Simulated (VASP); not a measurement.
# Tl16ICl15 (a cell with a defect) in VASP: electric field gradients with PBE

Aim: the electric field gradients of Tl16ICl15 (a cell with a defect) with PBE.

Everything below comes from runs of VASP 6.6.1. Logs are shortened: lines on timing, memory, paths and dates and some standing lists are left out, and cuts for length are marked.

### Step 1. The cell of the first run

The cell holds a defect, 32 atoms: a = 10.854 Å, b = 10.854 Å, c = 10.854 Å, α = 60.00°, β = 60.00°, γ = 60.00°.

### Step 2. Electric field gradients, PBE

The input, INCAR:

```
PREC = Accurate
ENCUT = 520
EDIFF = 1E-8
ISMEAR = -1
SIGMA = 0.01
LREAL = Auto
LASPH = True
NELM = 100
ALGO = Normal
ISIF = 2
LWAVE = False
LCHARG = False
GGA = PE
LEFG = True
NBANDS = 182
```

The input, KPOINTS:

```
Automatic mesh
0
Gamma
  2 2 2
```

The input, POSCAR:

```
Tl16ICl15
1.0
    0.0000000000      7.6749347600      7.6749347600
    7.6749347600      0.0000000000      7.6749347600
    7.6749347600      7.6749347600      0.0000000000
Tl I Cl
16 1 15
Direct
    0.0000000000      0.0000000000      0.0000000000
    0.5000000000      0.0000000000      0.0000000000
    0.0000000000      0.5000000000      0.0000000000
    0.0000000000      0.0000000000      0.5000000000
    0.2500000000      0.2500000000      0.2500000000
    0.5000000000      0.5000000000      0.0000000000
    0.5000000000      0.0000000000      0.5000000000
    0.7500000000      0.2500000000      0.2500000000
    0.0000000000      0.5000000000      0.5000000000
    0.2500000000      0.7500000000      0.2500000000
    0.2500000000      0.2500000000      0.7500000000
    0.5000000000      0.5000000000      0.5000000000
    0.7500000000      0.7500000000      0.2500000000
    0.7500000000      0.2500000000      0.7500000000
    0.2500000000      0.7500000000      0.7500000000
    0.7500000000      0.7500000000      0.7500000000
    0.1250000000      0.1250000000      0.1250000000
    0.6250000000      0.1250000000      0.1250000000
    0.1250000000      0.6250000000      0.1250000000
    0.1250000000      0.1250000000      0.6250000000
    0.3750000000      0.3750000000      0.3750000000
    0.6250000000      0.6250000000      0.1250000000
    0.6250000000      0.1250000000      0.6250000000
    0.8750000000      0.3750000000      0.3750000000
    0.1250000000      0.6250000000      0.6250000000
    0.3750000000      0.8750000000      0.3750000000
    0.3750000000      0.3750000000      0.8750000000
    0.6250000000      0.6250000000      0.6250000000
    0.8750000000      0.8750000000      0.3750000000
    0.8750000000      0.3750000000      0.8750000000
    0.3750000000      0.8750000000      0.8750000000
    0.8750000000      0.8750000000      0.8750000000
```

Potentials or basis: VASP PAW PBE potentials, release 64 (Tl_d, I, Cl).

Started as:

```bash
$ cat potpaw_PBE.64/Tl_d/POTCAR potpaw_PBE.64/I/POTCAR potpaw_PBE.64/Cl/POTCAR > POTCAR
$ mpirun -np 1 vasp_std > vasp.out
```

OUTCAR:

```text
PREC = Accurate
   ENCUT = 520
   EDIFF = 1E-8
   ISMEAR = -1
   LREAL = Auto
   LASPH = True
   NELM = 100
   ISIF = 2
   GGA = PE

 ion  position               nearest neighbor table
   1  0.000  0.000  0.000-  17 3.32  32 3.32  19 3.32  20 3.32  29 3.32  30 3.32  31 3.32  18 3.32
                            11 3.84  13 3.84  14 3.84  15 3.84   8 3.84  10 3.84
   2  0.500  0.000  0.000-  18 3.32  31 3.32  22 3.32  23 3.32  26 3.32  27 3.32  17 3.32  32 3.32
                            11 3.84  13 3.84  14 3.84  16 3.84   5 3.84  10 3.84
   3  0.000  0.500  0.000-  19 3.32  30 3.32  22 3.32  24 3.32  25 3.32  27 3.32  17 3.32  32 3.32
                            11 3.84  13 3.84  15 3.84  16 3.84   5 3.84   8 3.84
   4  0.000  0.000  0.500-  20 3.32  29 3.32  23 3.32  24 3.32  25 3.32  26 3.32  17 3.32  32 3.32
                            10 3.84  14 3.84  15 3.84  16 3.84   5 3.84   8 3.84
   5  0.250  0.250  0.250-  17 3.32  21 3.32  19 3.32  20 3.32  18 3.32  24 3.32  26 3.32  27 3.32
                             4 3.84   6 3.84   7 3.84   9 3.84   2 3.84   3 3.84
   6  0.500  0.500  0.000-  22 3.32  27 3.32  21 3.32  18 3.32  19 3.32  28 3.32  30 3.32  31 3.32
                            10 3.84  14 3.84  15 3.84  16 3.84   5 3.84   8 3.84
   7  0.500  0.000  0.500-  23 3.32  26 3.32  21 3.32  18 3.32  20 3.32  28 3.32  29 3.32  31 3.32
                            11 3.84  13 3.84  15 3.84  16 3.84   5 3.84   8 3.84
   8  0.750  0.250  0.250-  18 3.32  24 3.32  21 3.32  22 3.32  23 3.32  17 3.32  29 3.32  30 3.32
                             4 3.84   6 3.84   7 3.84  12 3.84   1 3.84   3 3.84
   9  0.000  0.500  0.500-  24 3.32  25 3.32  21 3.32  19 3.32  20 3.32  28 3.32  29 3.32  30 3.32
[... 43 lines left out ...]
  31  0.375  0.875  0.875-   2 3.32  15 3.32   6 3.32   7 3.32  10 3.32  11 3.32   1 3.32  16 3.32

  32  0.875  0.875  0.875-   1 3.32  16 3.32   3 3.32   4 3.32  13 3.32  14 3.32  15 3.32   2 3.32

  LATTYP: Found a face centered cubic cell.
 ALAT       =    15.3498695200

  Lattice vectors:

 A1 = (   0.0000000000,   7.6749347600,   7.6749347600)
 A2 = (   7.6749347600,   0.0000000000,   7.6749347600)
 A3 = (   7.6749347600,   7.6749347600,   0.0000000000)

Analysis of symmetry for initial positions (statically):
[... 6 lines left out ...]

 Subroutine GETGRP returns: Found 48 space group operations
 (whereof  6 operations were pure point group operations)
 out of a pool of 48 trial point group operations.

The static configuration has the point symmetry C_3v.
 The point group associated with its full space group is O_h .

Analysis of symmetry for dynamics (positions and initial velocities):
[... 6 lines left out ...]

 Subroutine GETGRP returns: Found 48 space group operations
 (whereof  6 operations were pure point group operations)
 out of a pool of 48 trial point group operations.

The dynamic configuration has the point symmetry C_3v.
 The point group associated with its full space group is O_h .

 Subroutine INISYM returns: Found 48 space group operations
 (whereof  6 operations are pure point group operations),
 and found     1 'primitive' translations

[... 720 lines left out ...]
  in kB       18.3633989     18.3633989     18.3633989     -0.0000000     -0.0000000      0.0000000
  external PRESSURE =      18.3633989 kB  Pullay stress =       0.0000000 kB

 VOLUME and BASIS-vectors are now :
 -----------------------------------------------------------------------------
  energy-cutoff  :      520.00
  volume of cell :      904.18
      direct lattice vectors                 reciprocal lattice vectors
     0.000000000  7.674934760  7.674934760    -0.065147134  0.065147134  0.065147134
     7.674934760  0.000000000  7.674934760     0.065147134 -0.065147134  0.065147134
     7.674934760  7.674934760  0.000000000     0.065147134  0.065147134 -0.065147134

 POSITION                                       TOTAL-FORCE (eV/Angst)
 -----------------------------------------------------------------------------------
      0.00000      0.00000      0.00000        -0.212591     -0.212591     -0.212591
      0.00000      3.83747      3.83747        -0.212591      0.212591      0.212591
      3.83747      0.00000      3.83747         0.212591     -0.212591      0.212591
      3.83747      3.83747      0.00000         0.212591      0.212591     -0.212591
      3.83747      3.83747      3.83747         0.212591      0.212591      0.212591
      3.83747      3.83747      7.67493         0.012649      0.012649     -0.012649
[... 24 lines left out ...]
     13.43114      9.59367      9.59367        -0.025617     -0.000000     -0.000000
     13.43114     13.43114     13.43114         0.000000     -0.000000     -0.000000
 -----------------------------------------------------------------------------------
    total drift:                                0.000000      0.000000      0.000000

  FREE ENERGIE OF THE ION-ELECTRON SYSTEM (eV)
  ---------------------------------------------------
  free  energy   TOTEN  =       -94.5386086044 eV

  energy  without entropy=      -94.5386086044  energy(sigma->0) =      -94.53860860

 Electric field gradients (V/A^2)
---------------------------------------------------------------------
 ion       V_xx      V_yy      V_zz      V_xy      V_xz      V_yz
---------------------------------------------------------------------
   1      -0.000     0.000    -0.000   -28.338   -28.338   -28.338
   2      -0.000     0.000     0.000    28.336    28.336   -28.338
   3       0.000    -0.000     0.000    28.336   -28.338    28.336
   4       0.000     0.000    -0.000   -28.338    28.336    28.336
   5      -0.000     0.000    -0.000   -28.338   -28.338   -28.338
   6      -0.000    -0.000     0.000    -1.350     1.348     1.348
[... 24 lines left out ...]
  31       0.034    -0.017    -0.017    -0.001    -0.001    -0.001
  32       0.000    -0.000     0.000    -0.001    -0.001    -0.001
---------------------------------------------------------------------

 Electric field gradients after diagonalization (V/A^2)
 (convention: |V_zz| > |V_xx| > |V_yy|)
----------------------------------------------------------------------
 ion       V_xx      V_yy      V_zz     asymmetry (V_yy - V_xx)/ V_zz
----------------------------------------------------------------------
   1      28.338    28.338   -56.677       0.000
   2      28.338    28.336   -56.674       0.000
   3      28.338    28.336   -56.674       0.000
   4      28.338    28.336   -56.674       0.000
   5      28.338    28.338   -56.677       0.000
   6       1.350     1.347    -2.697       0.001
[... 24 lines left out ...]
  31      -0.018    -0.016     0.034       0.045
  32       0.001     0.001    -0.001       0.000
----------------------------------------------------------------------

           NMR quadrupolar parameters

 Cq : quadrupolar parameter    Cq=e*Q*V_zz/h
 eta: asymmetry parameters     (V_yy - V_xx)/ V_zz
 Q  : nuclear electric quadrupole moment in mb (millibarn)
----------------------------------------------------------------------
 ion       Cq(MHz)       eta       Q (mb)
----------------------------------------------------------------------
   1      -0.137       0.000       1.000
   2      -0.137       0.000       1.000
   3      -0.137       0.000       1.000
   4      -0.137       0.000       1.000
   5      -0.137       0.000       1.000
   6      -0.007       0.001       1.000
[... 24 lines left out ...]
  31       0.000       0.045       1.000
  32      -0.000       0.000       1.000
----------------------------------------------------------------------
```

Wall time 27 min (1 thread of AMD EPYC 7R43 (Zen 3), shared host); peak memory 1.3 GiB.

Results:

- Free energy: -94.5386 eV
- Pressure: 1.8 GPa
- Largest force: 0.368 eV/Å
- Band gap on the k mesh: 1.92 eV

Forces in eV/Å, atoms in the order of the input:
```
Tl  -0.213 -0.213 -0.213
Tl  -0.213  0.213  0.213
Tl   0.213 -0.213  0.213
Tl   0.213  0.213 -0.213
Tl   0.213  0.213  0.213
Tl   0.013  0.013 -0.013
Tl   0.013 -0.013  0.013
Tl   0.213 -0.213 -0.213
Tl  -0.013  0.013  0.013
Tl  -0.213  0.213 -0.213
Tl  -0.213 -0.213  0.213
Tl  -0.013 -0.013 -0.013
Tl  -0.013 -0.013  0.013
Tl  -0.013  0.013 -0.013
Tl   0.013 -0.013 -0.013
Tl   0.013  0.013  0.013
I    0.000  0.000  0.000
Cl   0.000  0.000  0.000
Cl   0.000  0.000  0.000
Cl   0.000  0.000  0.000
Cl   0.000  0.000  0.000
Cl   0.000  0.000  0.000
Cl   0.000  0.000  0.000
Cl   0.026  0.000  0.000
Cl   0.000  0.000  0.000
Cl   0.000  0.026  0.000
Cl   0.000  0.000  0.026
Cl   0.000  0.000  0.000
Cl   0.000  0.000 -0.026
Cl   0.000 -0.026  0.000
Cl  -0.026  0.000  0.000
Cl   0.000  0.000  0.000
```

Levels at points of the mesh, in eV from the valence-band top:
```csv
k point,band 156,band 157,band 158,band 159,band 160,band 161,band 162,band 163,band 164,band 165
"(0.00, 0.00, 0.00)",-0.56,-0.56,0.00,0.00,0.00,1.92,1.92,2.09,2.33,2.33
"(0.50, 0.00, 0.00)",-0.53,-0.52,-0.52,-0.28,-0.28,2.95,2.95,3.14,3.14,3.15
"(0.50, 0.50, 0.00)",-0.91,-0.61,-0.61,-0.39,-0.39,3.29,3.34,3.39,3.39,3.43
```

Electric field gradients, principal values (V/Å²):
```
 atom   least  middle  greatest (by size)
 1 Tl  28.338  28.338             -56.677
 2 Tl  28.336  28.338             -56.674
 3 Tl  28.336  28.338             -56.674
 4 Tl  28.336  28.338             -56.674
 5 Tl  28.338  28.338             -56.677
 6 Tl   1.347   1.350              -2.697
 7 Tl   1.347   1.350              -2.697
 8 Tl  28.336  28.338             -56.674
 9 Tl   1.347   1.350              -2.697
10 Tl  28.336  28.338             -56.674
11 Tl  28.336  28.338             -56.674
12 Tl   1.350   1.350              -2.700
13 Tl   1.347   1.350              -2.697
14 Tl   1.347   1.350              -2.697
15 Tl   1.347   1.350              -2.697
16 Tl   1.350   1.350              -2.700
 17 I   0.000   0.000               0.000
18 Cl   0.107   0.386              -0.493
19 Cl   0.107   0.386              -0.493
20 Cl   0.107   0.386              -0.493
21 Cl  -0.001   0.001               0.001
22 Cl   0.106   0.388              -0.493
23 Cl   0.106   0.388              -0.493
24 Cl  -0.016  -0.018               0.034
25 Cl   0.106   0.388              -0.493
26 Cl  -0.016  -0.018               0.034
27 Cl  -0.016  -0.018               0.034
28 Cl  -0.001   0.001               0.001
29 Cl  -0.016  -0.018               0.034
30 Cl  -0.016  -0.018               0.034
31 Cl  -0.016  -0.018               0.034
32 Cl  -0.001   0.001               0.001
```

Caveat: without QUAD_EFG the Cq values of the log hold for a quadrupole moment of 1 mb, not for the nuclei; spin-orbit coupling is left out, which moves the levels of the heavy elements.
